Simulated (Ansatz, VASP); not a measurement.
**One calculation of Ni, two programs**

File INCAR:

```
SYSTEM = Ni
PREC     = Accurate       ! precision mode
ENCUT    = 520            ! plane-wave cutoff, eV
EDIFF    = 1E-6           ! SCF threshold, eV
ISMEAR   = -1             ! smearing method
SIGMA    = 0.05           ! smearing width, eV
LREAL    = .FALSE.        ! projectors in reciprocal space
LASPH    = .TRUE.         ! aspherical terms in the spheres
NELM     = 150            ! most SCF steps
ALGO     = Normal         ! electronic algorithm
ISIF     = 2              ! what is computed and relaxed
LWAVE    = .FALSE.        ! write WAVECAR
LCHARG   = .TRUE.         ! write CHGCAR
ISPIN    = 2              ! spin polarisation
MAGMOM   = 1              ! initial moments
LORBIT   = 11             ! projections on sites
LMAXMIX  = 4              ! l up to which the mixer works
GGA      = CA             ! functional
LELF     = .TRUE.         ! ELF
LVHAR    = .TRUE.       
NBANDS   = 15             ! bands
```

Contents of KPOINTS:

```
regular mesh
0
G
  17 17 17
  0 0 0
```

The input POSCAR:

```
Ni
1.0
   -1.3860211917      1.3860211917      1.3837150000
    1.3860211917     -1.3860211917      1.3837150000
    1.3814088083      1.3814088083     -1.3837150000
Ni
1
Direct
    0.0000000000      0.0000000000      0.0000000000
```

Input for Ansatz:

```yaml
crystal:
  lattice:
    - [-1.3860211916666667, 1.3860211916666667, 1.383715]
    - [1.3860211916666667, -1.3860211916666667, 1.383715]
    - [1.3814088083333333, 1.3814088083333333, -1.383715]
  atoms:
    - { symbol: Ni, position: [0.0, 0.0, 0.0], spin: 1.0 }
basis:
  ecutwfc: 470.0
kpoints:
  mp_grid:
    grid: [17, 17, 17]
hamiltonian:
  xc: lda
  pseudopotentials:
    kind: paw
magnetization:
  spin_polarized: true
scf:
  convergence:
    dr2_threshold: 1.0e-09
  occupations:
    method: fermi_dirac
    width: 0.05
output:
  stress: true
```

Alike in both runs: task single point; functional LDA; k mesh 17 × 17 × 17; occupations fermi-dirac, width 0.05 eV; collinear spin.

|  | VASP | Ansatz |
| --- | --- | --- |
| version | VASP 6.6.1 | Ansatz 0.2.0 |
| potentials or method | VASP PAW LDA potentials, release 64 (Ni), cutoff 520 eV | plane waves, PAW |
| valence electrons in the cell | 10 | 18 |

```csv
,VASP,Ansatz,Ansatz less VASP
pressure (GPa),-10.9,-10.7,+0.19
"traceless stress, the component that is largest in VASP (GPa)",0.50,0.50,+0.004
net moment per atom (μB),0.41,0.47,+0.064
size of the moment on the site where the two differ most (μB),0.41,0.49,+0.081
```

LDA's correlation is that of Perdew and Zunger in VASP and of Perdew and Wang (1992) in Ansatz. Site moments also hang on the region over which each program counts them. VASP's potentials hold 10 valence electrons a cell and Ansatz's 18, so a difference there can come from the potentials and not from the codes. Ansatz's warnings: stress scf threshold loose.
